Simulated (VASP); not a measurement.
A run of VASP 6.6.1 is set up as follows.

INCAR

```
ALGO     = Normal         # electronic algorithm
EDIFF    = 1E-6           # SCF threshold, eV
ENCUT    = 500            # plane-wave cutoff, eV
GGA      = PE             # functional
GGA_COMPAT= False        
ISIF     = 2              # what is computed and relaxed
ISMEAR   = 0              # smearing method
IVDW     = 12             # dispersion correction
LASPH    = True           # aspherical terms in the spheres
LCHARG   = False          # write CHGCAR
LREAL    = False          # projectors in reciprocal space
LWAVE    = False          # write WAVECAR
NBANDS   = 11             # bands
NELM     = 120            # most SCF steps
PREC     = Accurate       # precision mode
SIGMA    = 0.1            # smearing width, eV
```

Contents of KPOINTS:

```
k-points
0
Gamma
  18 18 18
```

Contents of POSCAR:

```
Pt
1.0
    0.0000000000      1.9642124725      1.9642124725
    1.9642124725      0.0000000000      1.9642124725
    1.9642124725      1.9642124725      0.0000000000
Pt
1
Direct
    0.0000000000      0.0000000000      0.0000000000
```

Potentials or basis: VASP PAW PBE potentials, release 64 (Pt).

Launch:

```bash
$ cat potpaw_PBE.64/Pt/POTCAR > POTCAR
$ mpirun -np 1 vasp_std > vasp.out
```

Question: Estimate the dispersion energy per atom.

Answer: -0.775 eV.

Question: What does it give for the band gap on the k mesh?

Answer: Zero (bands 5 and 6 overlap by 2.21 eV).

Caveat: spin-orbit coupling is left out, which moves the levels of the heavy elements.
